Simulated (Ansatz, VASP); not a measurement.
# One calculation of ScF3, two programs

File INCAR:

```
SYSTEM = ScF3
PREC     = Accurate       ! precision mode
ENCUT    = 520            ! plane-wave cutoff, eV
EDIFF    = 1E-7           ! SCF threshold, eV
ISMEAR   = 0              ! smearing method
SIGMA    = 0.05           ! smearing width, eV
LREAL    = .False.        ! projectors in reciprocal space
LASPH    = .True.         ! aspherical terms in the spheres
NELM     = 60             ! most SCF steps
ALGO     = Normal         ! electronic algorithm
ISIF     = 2              ! what is computed and relaxed
LWAVE    = .False.        ! write WAVECAR
LCHARG   = .False.        ! write CHGCAR
NBANDS   = 24             ! bands
```

Contents of KPOINTS:

```
Automatic mesh
0
Gamma
  6 6 6
  0 0 0
```

Contents of POSCAR:

```
ScF3
1.0
    4.2462449006      1.0615612252      1.0615612252
    1.0615612252      4.2462449006      1.0615612252
    1.0615612252      1.0615612252      4.2462449006
Sc F
1 3
Direct
    0.0000000000      0.0000000000      0.0000000000
    0.5000000000      0.0000000000      0.0000000000
    0.0000000000      0.5000000000      0.0000000000
    0.0000000000      0.0000000000      0.5000000000
```

Input for Ansatz:

```yaml
crystal:
  lattice:
    - [4.2462449006, 1.0615612252, 1.0615612252]
    - [1.0615612252, 4.2462449006, 1.0615612252]
    - [1.0615612252, 1.0615612252, 4.2462449006]
  atoms:
    - { symbol: Sc, position: [0.0, 0.0, 0.0] }
    - { symbol: F, position: [0.5, 0.0, 0.0] }
    - { symbol: F, position: [0.0, 0.5, 0.0] }
    - { symbol: F, position: [0.0, 0.0, 0.5] }
basis:
  ecutwfc: 420
kpoints:
  mp_grid: { grid: [6, 6, 6] }
hamiltonian:
  xc: lda
scf:
  occupations: { method: gaussian, width: 0.05 }
output:
  forces: true
  stress: true
  eigenvalues: true
```

Alike in both runs: task single point; functional LDA; k mesh 6 × 6 × 6; occupations gaussian, width 0.05 eV; no spin polarisation.

|  | VASP | Ansatz |
| --- | --- | --- |
| version | VASP 6.6.1 | Ansatz 0.2.0 |
| potentials or method | VASP PAW LDA potentials, release 64 (Sc_sv, F), cutoff 520 eV | scalar-relativistic, plane waves, PAW |
| valence electrons in the cell | 32 | 32 |

|  | VASP | Ansatz | Ansatz less VASP |
| --- | --- | --- | --- |
| gap on the k mesh at the Fermi level (eV) | 0.73 | 0.75 | +0.021 |
| least direct gap on the mesh (eV) | 0.73 | 0.75 | +0.021 |
| pressure (GPa) | -10.6 | -10.7 | -0.14 |
| traceless stress, the component that is largest in VASP (GPa) | -25.65 | -25.83 | -0.176 |

LDA's correlation is that of Perdew and Zunger in VASP and of Perdew and Wang (1992) in Ansatz.
